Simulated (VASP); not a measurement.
Wanted: the native input for a VASP 6.6.1 run.

```
Task                   : single point
Functional             : LDA
Potentials or basis    : VASP PAW LDA potentials, release 64 (Ni, Ge_d)
Cutoff                 : 520 eV
k mesh                 : 12 × 12 × 12
Occupations            : gaussian, width 0.15 eV
Spin                   : collinear spin
Starting moments       : [0.125, 0.125, 0.125, 0.0] μB
Fixed moment           : 0.375 μB
Dipole correction      : no
Further INCAR settings : ALGO = Fast; EDIFF = 1e-06; NBANDS = 34
```

The structure of Ni3Ge lies in POSCAR:

```
Ni3Ge
1.0
    3.4174420872      0.0000000000      0.0000000000
    0.0000000000      3.4174420872      0.0000000000
    0.0000000000      0.0000000000      3.4174420872
Ni Ge
3 1
Direct
    0.5000000000      0.0000000000      0.5000000000
    0.0000000000      0.5000000000      0.5000000000
    0.5000000000      0.5000000000      0.0000000000
    0.0000000000      0.0000000000      0.0000000000
```

One way to write it, as run:

INCAR

```
ALGO = Fast
EDIFF = 1E-6
ENCUT = 520
ISIF = 2
ISMEAR = 0
ISPIN = 2
LASPH = T
LCHARG = F
LMAXMIX = 4
LORBIT = 11
LREAL = F
LWAVE = F
MAGMOM = 0.125 0.125 0.125 0
NBANDS = 34
NELM = 150
NUPDOWN = 0.375
PREC = Accurate
SIGMA = 0.15
```

KPOINTS

```
k-points
0
Gamma
  12 12 12
```

Potentials or basis: VASP PAW LDA potentials, release 64 (Ni, Ge_d).

The run is started by

```bash
$ cat potpaw_LDA.64/Ni/POTCAR potpaw_LDA.64/Ge_d/POTCAR > POTCAR
$ mpirun -np 1 vasp_std > vasp.out
```

Results of the run:

```json
{"Pressure": "17.9 GPa", "Net moment": "0.38 μB per cell", "Site moments": "Ni +0.12; Ge -0.00 μB", "Valence electrons inside the program's atomic spheres": "Ni 9.68; Ge 12.66"}
```

Caveat: the cell stands under pressure; the total moment is fixed, so each spin has its own Fermi level and the state may be an excited one.

Wall time 5.1 min on 1 thread of Intel(R) Xeon(R) Platinum 8259CL CPU @ 2.50GHz (Skylake/Cascade Lake), on a shared host, peak memory 0.26 GiB.
